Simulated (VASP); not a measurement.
# Ti3SbP (Pm-3m) in VASP: further runs

Ti3SbP is run at these levels: PBE; tasks: single point, relaxation of cell and atoms.

Everything below comes from runs of VASP 6.6.1. Logs are shortened: lines on timing, memory, paths and dates and some standing lists are left out, and cuts for length are marked.

**1. The cell of the first run**

It takes space group Pm-3m (No. 221, cubic). Conventional cell: a = 4.362 Å, b = 4.362 Å, c = 4.362 Å, α = 90.00°, β = 90.00°, γ = 90.00°. Within 2.9 Å of Ti (site symmetry 4/mmm) lie 2 P at 2.18 Å. Sb (site symmetry m-3m) has 12 Ti at 3.08 Å and 8 P at 3.78 Å within 4.1 Å. Within 2.9 Å of P (site symmetry m-3m) lie 6 Ti at 2.18 Å.

The cell was generated, and may not be a known phase.

**2. Single point, PBE**

The input, INCAR:

```
SYSTEM = Ti3SbP
PREC = Accurate
ENCUT = 520
EDIFF = 1E-6
ISMEAR = 0
SIGMA = 0.1
LREAL = .FALSE.
LASPH = .TRUE.
NELM = 80
ALGO = Normal
ISIF = 2
LWAVE = .FALSE.
LCHARG = .TRUE.
GGA = PE
LELF = .TRUE.
LVHAR = .TRUE.
NBANDS = 31
```

The input, KPOINTS:

```
Automatic mesh
0
G
  4 4 4
  0 0 0
```

The input, POSCAR:

```
Ti3SbP
1.0
    4.3622459600      0.0000000000      0.0000000000
    0.0000000000      4.3622459600      0.0000000000
    0.0000000000      0.0000000000      4.3622459600
Ti Sb P
3 1 1
Direct
    0.0000000000      0.5000000000      0.5000000000
    0.5000000000      0.0000000000      0.5000000000
    0.5000000000      0.5000000000      0.0000000000
    0.0000000000      0.0000000000      0.0000000000
    0.5000000000      0.5000000000      0.5000000000
```

Potentials or basis: VASP PAW PBE potentials, release 64 (Ti_sv, Sb, P).

Started as:

```console
$ cat potpaw_PBE.64/Ti_sv/POTCAR potpaw_PBE.64/Sb/POTCAR potpaw_PBE.64/P/POTCAR > POTCAR
$ mpirun -np 1 vasp_std > vasp.out
```

OUTCAR:

```text
SYSTEM = Ti3SbP
   PREC = Accurate
   ENCUT = 520
   EDIFF = 1E-6
   ISMEAR = 0
   LREAL = .FALSE.
   LASPH = .TRUE.
   NELM = 80
   ISIF = 2
   GGA = PE

 ion  position               nearest neighbor table
   1  0.000  0.500  0.500-   5 2.18   5 2.18   4 3.08   4 3.08   4 3.08   4 3.08
   2  0.500  0.000  0.500-   5 2.18   5 2.18   4 3.08   4 3.08   4 3.08   4 3.08
   3  0.500  0.500  0.000-   5 2.18   5 2.18   4 3.08   4 3.08   4 3.08   4 3.08
   4  0.000  0.000  0.000-   1 3.08   2 3.08   3 3.08   1 3.08   2 3.08   1 3.08   3 3.08   1 3.08
                             2 3.08   3 3.08   2 3.08   3 3.08
   5  0.500  0.500  0.500-   1 2.18   2 2.18   3 2.18   3 2.18   2 2.18   1 2.18

  LATTYP: Found a simple cubic cell.
 ALAT       =     4.3622459600

  Lattice vectors:

 A1 = (   4.3622459600,   0.0000000000,   0.0000000000)
 A2 = (   0.0000000000,   4.3622459600,   0.0000000000)
 A3 = (   0.0000000000,   0.0000000000,   4.3622459600)

Analysis of symmetry for initial positions (statically):
=====================================================================
 Subroutine PRICEL returns:
 Original cell was already a primitive cell.

 Routine SETGRP: Setting up the symmetry group for a
 simple cubic supercell.

 Subroutine GETGRP returns: Found 48 space group operations
 (whereof 48 operations were pure point group operations)
 out of a pool of 48 trial point group operations.

The static configuration has the point symmetry O_h .

Analysis of symmetry for dynamics (positions and initial velocities):
=====================================================================
 Subroutine PRICEL returns:
 Original cell was already a primitive cell.

 Routine SETGRP: Setting up the symmetry group for a
 simple cubic supercell.

 Subroutine GETGRP returns: Found 48 space group operations
 (whereof 48 operations were pure point group operations)
 out of a pool of 48 trial point group operations.

The dynamic configuration has the point symmetry O_h .

 Subroutine INISYM returns: Found 48 space group operations
 (whereof 48 operations are pure point group operations),
 and found     1 'primitive' translations

----------------------------------------------------------------------------------------

                                     Primitive cell

  volume of cell :      83.0100

  direct lattice vectors                    reciprocal lattice vectors
     4.362245960  0.000000000  0.000000000     0.229239710  0.000000000  0.000000000
     0.000000000  4.362245960  0.000000000     0.000000000  0.229239710  0.000000000
     0.000000000  0.000000000  4.362245960     0.000000000  0.000000000  0.229239710

  length of vectors
     4.362245960  4.362245960  4.362245960     0.229239710  0.229239710  0.229239710

  position of ions in fractional coordinates (direct lattice)
     0.000000000  0.500000000  0.500000000
     0.500000000  0.000000000  0.500000000
     0.500000000  0.500000000  0.000000000
     0.000000000  0.000000000  0.000000000
     0.500000000  0.500000000  0.500000000

  ion indices of the primitive-cell ions
   primitive index   ion index
                 1           1
                 2           2
                 3           3
                 4           4
                 5           5

----------------------------------------------------------------------------------------

 KPOINTS: Automatic mesh

Automatic generation of k-mesh.
 Grid dimensions read from file:
 generate k-points for:    4    4    4

 Generating k-lattice:

  Cartesian coordinates                     Fractional coordinates (reciprocal lattice)
     0.057309928  0.000000000  0.000000000     0.250000000  0.000000000  0.000000000
     0.000000000  0.057309928  0.000000000     0.000000000  0.250000000  0.000000000
     0.000000000  0.000000000  0.057309928     0.000000000  0.000000000  0.250000000

  Length of vectors
     0.057309928  0.057309928  0.057309928

  Shift w.r.t. Gamma in fractional coordinates (k-lattice)
     0.000000000  0.000000000  0.000000000

 Subroutine IBZKPT returns following result:
 ===========================================

 Found     10 irreducible k-points:

 Following reciprocal coordinates:
            Coordinates               Weight
  0.000000  0.000000  0.000000      1.000000
  0.250000  0.000000  0.000000      6.000000
  0.500000  0.000000  0.000000      3.000000
  0.250000  0.250000  0.000000     12.000000
  0.500000  0.250000  0.000000     12.000000
  0.500000  0.500000  0.000000      3.000000
  0.250000  0.250000  0.250000      8.000000
  0.500000  0.250000  0.250000     12.000000
  0.500000  0.500000  0.250000      6.000000
  0.500000  0.500000  0.500000      1.000000
   k-points           NKPTS =     10   k-points in BZ     NKDIM =     10   number of bands    NBANDS=     31
   number of dos      NEDOS =    301   number of ions     NIONS =      5
   total plane-waves  NPLWV =  32768
   dimension x,y,z NGX =    32 NGY =   32 NGZ =   32
   dimension x,y,z NGXF=    64 NGYF=   64 NGZF=   64
   ions per type =               3   1   1
   NGX,Y,Z   is equivalent  to a cutoff of  12.20, 12.20, 12.20 a.u.
   NGXF,Y,Z  is equivalent  to a cutoff of  24.39, 24.39, 24.39 a.u.
 SYSTEM =  Ti3SbP
   PREC   = accura    normal or accurate (medium, high low for compatibility)
   ISTART =      0    job   : 0-new  1-cont  2-samecut
   ICHARG =      2    charge: 1-file 2-atom 10-const
   ISPIN  =      1    spin polarized calculation?
   LNONCOLLINEAR =      F non collinear calculations
   LSORBIT =      F    spin-orbit coupling
   LASPH  =      T    aspherical Exc in radial PAW
   ENCUT  =  520.0 eV  38.22 Ry    6.18 a.u.   8.11  8.11  8.11*2*pi/ulx,y,z
   NELM   =     80;   NELMIN=  2; NELMDL= -5     # of ELM steps
   EDIFF  = 0.1E-05   stopping-criterion for ELM
   LREAL  =      F    real-space projection
   EDIFFG = 0.1E-04   stopping-criterion for IOM
   NSW    =      0    number of steps for IOM
   IBRION =     -1    ionic relax: 0-MD 1-quasi-New 2-CG
   NFREE  =      0    steps in history (QN), initial steepest desc. (CG)
   ISIF   =      2    stress and relaxation
   ISYM   =      2    0-nonsym 1-usesym 2-fastsym
   POTIM  = 0.5000    time-step for ionic-motion
   TEBEG  =    0.0;   TEEND  =   0.0 temperature during run
   PSTRESS=    0.0 pullay stress
   NELECT =      46.0000    total number of electrons
   NUPDOWN=      -1.0000    fix difference up-down
   EMIN   =  10.00;   EMAX   =-10.00  energy-range for DOS
   EFERMI =   0.00;   METHOD = LEGACY
   ISMEAR =     0;   SIGMA  =   0.10  broadening in eV -4-tet -1-fermi 0-gaus
   EFERMI_NEDOS =   21; number of points for ismear=-14 and -15
   IALGO  =     38    algorithm
   IMIX   =      4    mixing-type and parameters
     AMIX     =   0.40;   BMIX     =  1.00
     AMIX_MAG =   1.60;   BMIX_MAG =  1.00
  volume/ion in A,a.u.               =      16.60       112.04
  Fermi-wavevector in a.u.,A,eV,Ry     =   1.344675  2.541067 24.601382  1.808151
  Thomas-Fermi vector in A             =   2.472649
   LORBIT       =      0    0 simple, 1 ext, 2 COOP (PROOUT), +10 PAW based schemes
   GGA     = PE    functional components
   LHFCALC =     F    Hartree Fock is set to
   AEXX    =    0.0000 exact exchange contribution
   IVDW    =     0    specifies the selected vdW correction
   LEPSILON=     F    determine dielectric tensor
   LRPA    =     F    only Hartree local field effects (RPA)
 non-spin polarized calculation
 Gauss-broadening in eV      SIGMA  =   0.10
  energy-cutoff  :      520.00
  volume of cell :       83.01
 maximum number of plane-waves:      2272
   NGX = 17   NGY = 17   NGZ = 17

 number of electron      46.0000030 magnetization

 Free energy of the ion-electron system (eV)
  ---------------------------------------------------
  ext. energy  EPLUGINS =         0.00000000
  ---------------------------------------------------
  free energy    TOTEN  =       -34.06170976 eV

  energy without entropy =      -34.02146465  energy(sigma->0) =      -34.04158720

 E-fermi :  10.2642     XC(G=0): -11.5549

 val. band max:       10.2478115589   @ k =   0.2500   0.2500   0.0000
 cond. band min:      10.2876814915   @ k =   0.2500   0.2500   0.0000
 fundamental gap:      0.0398699326
 Fermi energy:        10.2641513446

 k-point     1 :       0.0000    0.0000    0.0000
  band No.  band energies     occupation
      1     -46.6524      2.00000
      2     -46.5815      2.00000
      3     -46.5815      2.00000
      4     -23.1318      2.00000
      5     -23.1318      2.00000
      6     -23.1318      2.00000
[... 23 lines left out ...]
     30      11.3108      0.00000
     31      11.8607      0.00000

 k-point     2 :       0.2500    0.0000    0.0000
  band No.  band energies     occupation
      1     -46.6433      2.00000
      2     -46.5903      2.00000
      3     -46.5815      2.00000
      4     -23.1070      2.00000
      5     -23.1070      2.00000
      6     -23.0943      2.00000
[... 23 lines left out ...]
     30      12.2626      0.00000
     31      12.4472      0.00000

 k-point     3 :       0.5000    0.0000    0.0000
  band No.  band energies     occupation
      1     -46.6287      2.00000
      2     -46.6044      2.00000
      3     -46.5814      2.00000
      4     -23.0742      2.00000
      5     -23.0742      2.00000
      6     -23.0015      2.00000
[... 23 lines left out ...]
     30      13.1712      0.00000
     31      13.2150      0.00000

 k-point     4 :       0.2500    0.2500    0.0000
  band No.  band energies     occupation
      1     -46.6351      2.00000
      2     -46.5929      2.00000
      3     -46.5865      2.00000
      4     -23.1401      2.00000
      5     -23.0803      2.00000
      6     -23.0263      2.00000
[... 159 lines left out ...]
     30      12.6276      0.00000
     31      12.6791      0.00000

 k-point     9 :       0.5000    0.5000    0.2500
  band No.  band energies     occupation
      1     -46.6045      2.00000
      2     -46.6042      2.00000
      3     -46.6042      2.00000
      4     -23.2779      2.00000
      5     -23.0753      2.00000
      6     -23.0383      2.00000
[... 23 lines left out ...]
     30      12.4588      0.00000
     31      12.8503      0.00000

 k-point    10 :       0.5000    0.5000    0.5000
  band No.  band energies     occupation
      1     -46.6041      2.00000
      2     -46.6041      2.00000
      3     -46.6041      2.00000
      4     -23.3450      2.00000
      5     -23.0746      2.00000
      6     -23.0746      2.00000
[... 23 lines left out ...]
     30      12.8837      0.00000
     31      12.8837      0.00000

------------------------ aborting loop because EDIFF is reached ----------------------------------------

  FORCE on cell =-STRESS in cart. coord.  units (eV):
  Direction    XX          YY          ZZ          XY          YZ          ZX
  --------------------------------------------------------------------------------------
  -------------------------------------------------------------------------------------
  Total       10.0070258     10.0070258     10.0070258      0.0000000      0.0000000     -0.0000000
  in kB      193.1457484    193.1457484    193.1457484      0.0000000      0.0000000     -0.0000000
  external PRESSURE =     193.1457484 kB  Pullay stress =       0.0000000 kB

 VOLUME and BASIS-vectors are now :
 -----------------------------------------------------------------------------
  energy-cutoff  :      520.00
  volume of cell :       83.01
      direct lattice vectors                 reciprocal lattice vectors
     4.362245960  0.000000000  0.000000000     0.229239710  0.000000000  0.000000000
     0.000000000  4.362245960  0.000000000     0.000000000  0.229239710  0.000000000
     0.000000000  0.000000000  4.362245960     0.000000000  0.000000000  0.229239710

 POSITION                                       TOTAL-FORCE (eV/Angst)
 -----------------------------------------------------------------------------------
      0.00000      2.18112      2.18112         0.000000      0.000000      0.000000
      2.18112      0.00000      2.18112         0.000000      0.000000      0.000000
      2.18112      2.18112      0.00000         0.000000      0.000000      0.000000
      0.00000      0.00000      0.00000         0.000000      0.000000      0.000000
      2.18112      2.18112      2.18112         0.000000      0.000000      0.000000
 -----------------------------------------------------------------------------------
    total drift:                                0.000000     -0.000000     -0.000000

  FREE ENERGIE OF THE ION-ELECTRON SYSTEM (eV)
  ---------------------------------------------------
  free  energy   TOTEN  =       -34.0617097592 eV

  energy  without entropy=      -34.0214646489  energy(sigma->0) =      -34.04158720
```

Wall time 14 s (1 thread of AMD EPYC 9R45 (Zen 5), shared host); peak memory 0.16 GiB.

What came out:

- Free energy: -34.0617 eV
- Pressure: 19.3 GPa
- Band gap on the k mesh: zero (bands 23 and 24 overlap by 0.18 eV)

Caveat: the k points lie up to 0.36 Å⁻¹ apart; spin-orbit coupling is left out, which moves the levels of the heavy elements.

(Part 1 of 3 ends here.)

The gap in the log of VASP goes by the Fermi energy; the results here count the filled bands.